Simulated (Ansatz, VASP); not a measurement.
LiCl: VASP beside Ansatz

```
CELL_PARAMETERS angstrom
0.00000 2.51770 2.51770
2.51770 0.00000 2.51770
2.51770 2.51770 0.00000
ATOMIC_POSITIONS crystal
Li 0.00000 0.00000 0.00000
Cl 0.50000 0.50000 0.50000
```

Change from the starting cell: hydrostatic strain -1.5%.

Alike in both runs: task single point; functional HSE06; k mesh 6 × 6 × 6; no spin polarisation.

|  | VASP | Ansatz |
| --- | --- | --- |
| version | VASP 6.6.1 | Ansatz 0.2.0 |
| potentials or method | VASP PAW PBE potentials, release 64 (Li_sv, Cl) | plane waves, PAW |
| plane-wave cutoff (eV) | 520 | 420 |
| occupations | gaussian, width 0.01 eV | fixed |
| valence electrons in the cell | 10 | 10 |

```csv
,VASP,Ansatz,Ansatz less VASP
gap on the k mesh at the Fermi level (eV),8.08,8.08,-0.007
```

Ansatz's warnings: stress exchange threshold loose, stress scf threshold loose.

Noted on VASP's run: the cutoff is short for stress, so the pressure is rough.
